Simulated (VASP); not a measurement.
A run of VASP 6.6.1 is set up as follows.

Contents of INCAR:

```
SYSTEM = MgO
PREC = Accurate
ENCUT = 520
EDIFF = 1E-6
ISMEAR = 0
SIGMA = 0.05
LREAL = .False.
LASPH = .True.
NELM = 80
ALGO = Normal
ISIF = 2
LWAVE = .False.
LCHARG = .False.
NBANDS = 36
```

File KPOINTS:

```
regular mesh
0
Gamma
  4 4 4
  0 0 0
```

Contents of POSCAR:

```
MgO
1.0
    5.5230736673      0.0000000000      0.0000000000
    0.0000000000      5.5230736673      0.0000000000
    0.0000000000      0.0000000000      5.5230736673
Mg O
6 6
Direct
    0.2500000000      0.0001267585      0.5000000000
    0.0000000000      0.4998732415      0.2500000000
    0.5000000000      0.7500000000      0.0000000000
    0.7500000000      0.0001267585      0.5000000000
    0.0000000000      0.4998732415      0.7500000000
    0.5000000000      0.2500000000      0.0000000000
    0.2500000000      0.5144860725      0.0000000000
    0.5000000000     -0.0144860725      0.2500000000
    0.0000000000      0.7500000000      0.5000000000
    0.7500000000      0.5144860725      0.0000000000
    0.5000000000     -0.0144860725      0.7500000000
    0.0000000000      0.2500000000      0.5000000000
```

Potentials or basis: VASP PAW LDA potentials, release 64 (Mg, O).

Command:

```console
$ cat potpaw_LDA.64/Mg/POTCAR potpaw_LDA.64/O/POTCAR > POTCAR
$ mpirun -np 1 vasp_std > vasp.out
```

Task: Predict the largest force.

Result: 1.108 eV/Å.

Task: Estimate the band gap on the k mesh.

Result: 2.82 eV, direct.

Task: Estimate the pressure.

Result: -0.5 GPa.

Stress tensor (GPa, compression positive):
```
-0.48  0.00  0.00
 0.00 -0.62  0.00
 0.00  0.00 -0.48
```

Caveat: the cell differs from its parent crystal (mode 14 frozen in at -0.029 Å and mode 24 at +0.058 Å (largest displacements)); forces of over 1 eV/Å act on the atoms, so gaps and moduli don't describe the material at rest.
